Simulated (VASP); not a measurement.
Hg:

```
Hg
1.0
     3.14162    0.00000    0.00000
    -1.57081    2.72072    0.00000
     0.00000    0.00000    5.08943
Hg
2
Cartesian
  0.0000 1.8138 1.2724
  1.5708 0.9069 3.8171
```

| Property | Result |
| --- | --- |
| Program | VASP 6.6.1 |
| Task | relaxation of cell and atoms |
| Functional | PBE |
| Potentials or basis | VASP PAW PBE potentials, release 64 (Hg) |
| Cutoff | 600 eV |
| k mesh | 13 × 13 × 7 |
| Occupations | fermi-dirac, width 0.03 eV |
| Spin | no spin polarisation |

At the start: pressure 10.1 GPa; volume 21.75 Å³/atom.

Q: How do energy, volume and symmetry change on relaxing?

A: Over 12 steps the energy falls by 179.2 meV/atom and the volume is 31.63 Å³/atom (+45.4 %); space group P6_3/mmc (No. 194, to 0.05 Å).

Step by step:
| step | energy change (eV) | largest force (eV/Å) | pressure (GPa) | volume (Å³) |
| --- | --- | --- | --- | --- |
| 1 | 0.0000 | 0.0000 | 10.11 | 43.50 |
| 2 | -0.2989 | 0.0000 | 2.12 | 52.73 |
| 3 | -0.3340 | 0.0000 | 1.22 | 56.14 |
| 4 | -0.3561 | 0.0000 | -0.01 | 63.39 |
| 5 | -0.3561 | 0.0000 | 0.01 | 62.94 |
| 6 | -0.3566 | 0.0000 | -0.02 | 62.96 |
| 7 | -0.3576 | 0.0000 | 0.02 | 63.00 |
| 8 | -0.3584 | 0.0000 | 0.02 | 63.07 |
| 9 | -0.3584 | 0.0000 | 0.02 | 63.08 |
| 10 | -0.3584 | 0.0000 | 0.04 | 63.07 |
| 11 | -0.3584 | 0.0000 | 0.03 | 63.07 |
| 12 | -0.3584 | 0.0000 | 0.00 | 63.26 |

Final structure:
```cif
data_structure
_symmetry_space_group_name_H-M 'P 1'
_symmetry_Int_Tables_number 1
_cell_length_a 3.6111
_cell_length_b 3.6111
_cell_length_c 5.6020
_cell_angle_alpha 90.000
_cell_angle_beta 90.000
_cell_angle_gamma 120.000
_cell_volume 63.26
loop_
_atom_site_label
_atom_site_type_symbol
_atom_site_fract_x
_atom_site_fract_y
_atom_site_fract_z
_atom_site_occupancy
Hg1 Hg 0.33333 0.66667 0.25000 1
Hg2 Hg 0.66667 0.33333 0.75000 1
```

Caveat: the volume moved by over 15 % at a fixed basis, so the end points are rough.
